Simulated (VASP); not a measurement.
Write the native input for VASP 6.6.1 that does the following.

| Quantity | Value |
| --- | --- |
| Task | single point |
| Functional | LDA |
| Potentials or basis | VASP PAW LDA potentials, release 64 (Ta_pv, N) |
| Cutoff | 600 eV |
| k mesh | 8 × 8 × 8 |
| Occupations | gaussian, width 0.05 eV |
| Spin | non-collinear spin, zero start, spin-orbit coupling |
| Starting moments | [[0.0, 0.0, 0.0], [0.0, 0.0, 0.0]] μB |
| Dipole correction | no |
| Further INCAR settings | ALGO = Normal; EDIFF = 1e-06; NBANDS = 28 |

The structure of TaN lies in POSCAR:

```
TaN
1.0
    0.0000000000      2.1790013101      2.1790013101
    2.1790013101      0.0000000000      2.1790013101
    2.1790013101      2.1790013101      0.0000000000
Ta N
1 1
Direct
    0.5000000000      0.5000000000      0.5000000000
    0.0000000000      0.0000000000      0.0000000000
```

These files were run (other wordings do the same):

INCAR

```
SYSTEM = TaN
PREC     = Accurate       ! precision mode
ENCUT    = 600            ! plane-wave cutoff, eV
EDIFF    = 1E-6           ! SCF threshold, eV
ISMEAR   = 0              ! smearing method
SIGMA    = 0.05           ! smearing width, eV
LREAL    = .False.        ! projectors in reciprocal space
LASPH    = .True.         ! aspherical terms in the spheres
NELM     = 200            ! most SCF steps
ALGO     = Normal         ! electronic algorithm
ISIF     = 2              ! what is computed and relaxed
LWAVE    = .False.        ! write WAVECAR
LCHARG   = .False.        ! write CHGCAR
MAGMOM   = 0 0 0 0 0 0    ! initial moments
LORBIT   = 11             ! projections on sites
LSORBIT  = .True.         ! spin-orbit coupling
GGA_COMPAT= .False.      
LORBMOM  = .True.       
LMAXMIX  = 4              ! l up to which the mixer works
NBANDS   = 28             ! bands
```

KPOINTS

```
Automatic mesh
0
Gamma
  8 8 8
  0 0 0
```

Potentials or basis: VASP PAW LDA potentials, release 64 (Ta_pv, N).

Run with:

```console
$ cat potpaw_LDA.64/Ta_pv/POTCAR potpaw_LDA.64/N/POTCAR > POTCAR
$ mpirun -np 1 vasp_ncl > vasp.out
```

It gave:

- Pressure: 0.3 GPa
- Net moment: 0.00 μB per cell
- Valence electrons inside the program's atomic spheres: Ta 9.04; N 3.75

Run time: 48 s on 1 thread of Intel(R) Xeon(R) Platinum 8488C (Sapphire Rapids), with other jobs on the host, peak memory 0.21 GiB.
